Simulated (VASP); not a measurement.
Runs of VASP 6.6.1 on Cd. The structure is that of space group P6_3/mmc (No. 194), or close to it. The cells are those of the table. 

```tsv
cell	k mesh	gap on the mesh (eV)	pressure (GPa)
a = 2.892, b = 2.892, c = 5.219 Å, angles 90.0, 90.0, 120.0°, 2 atoms	16 × 16 × 9	none	5.0
a = 2.645, b = 2.645, c = 4.269 Å, angles 90.0, 90.0, 120.0°, 2 atoms	16 × 16 × 9	none	104.9
a = 2.926, b = 2.926, c = 5.368 Å, angles 90.0, 90.0, 120.0°, 2 atoms	16 × 16 × 9	none	(b)
a = 2.341, b = 2.341, c = 3.772 Å, angles 90.0, 90.0, 120.0°, 2 atoms	16 × 16 × 9	none	534.8
a = 2.504, b = 2.504, c = 4.031 Å, angles 90.0, 90.0, 120.0°, 2 atoms	16 × 16 × 9	none	231.7
a = 2.892, b = 2.892, c = 5.219 Å, angles 90.0, 90.0, 120.0°, 2 atoms	24 × 24 × 14	none	5.0
a = 2.811, b = 2.811, c = 4.943 Å, angles 90.0, 90.0, 120.0°, 2 atoms	16 × 16 × 9	none	(a)
```

Alike in all rows: task single point; level LDA; potentials or basis VASP PAW LDA potentials, release 64 (Cd); no spin polarisation; cutoff (eV) 520; smearing fermi-dirac 0.1 eV.

Problem. Fill in the values left out.

Solution. (a) 19.5; (b) 0.7.

Caveats: the cell stands under pressure (at least some runs).

A k mesh can miss the band edges, and the runs leave out spin-orbit coupling on Cd.

A gap of «none» marks levels without a gap at the run's occupations.
